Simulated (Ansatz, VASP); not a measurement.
## Te: VASP beside Ansatz

```
Te
1.0
     6.60937    0.00000    0.00000
    -3.30468    5.72388    0.00000
     0.00000    0.00000    7.25586
Te
6
Cartesian
  -0.9760 1.6905 4.8372
  -2.3287 4.0334 4.8372
  1.9520 0.0000 0.0000
  0.9760 1.6905 2.4186
  4.6573 0.0000 0.0000
  2.3287 4.0334 2.4186
```

Alike in both runs: functional PBE; k mesh 3 × 3 × 4; occupations gaussian, width 0.1 eV; no spin polarisation.

Ansatz relaxed the structure, and its values are those at the end. VASP's run is a single point on that final structure, the one shown.

|  | VASP | Ansatz |
| --- | --- | --- |
| version | VASP 6.6.1 | Ansatz 0.2.0 |
| potentials or method | VASP PAW PBE potentials, release 64 (Te), cutoff 520 eV | scalar-relativistic, plane waves, PAW |
| valence electrons in the cell | 36 | 96 |

|  | VASP | Ansatz | Ansatz less VASP |
| --- | --- | --- | --- |
| gap on the k mesh at the Fermi level (eV) | none | none | - |
| pressure (GPa) | 0.0 | 0.0 | 0.00 |
| rms of the force components (eV/Å) | 0.021 | 0.010 | -0.0110 |

A gap of «none» marks a metal or a gap that the smearing closes. VASP's potentials hold 36 valence electrons a cell and Ansatz's 96, so a difference there can come from the potentials and not from the codes.

The k mesh is coarse, so the values compare programs but aren't converged. Neither program's run includes spin-orbit coupling.
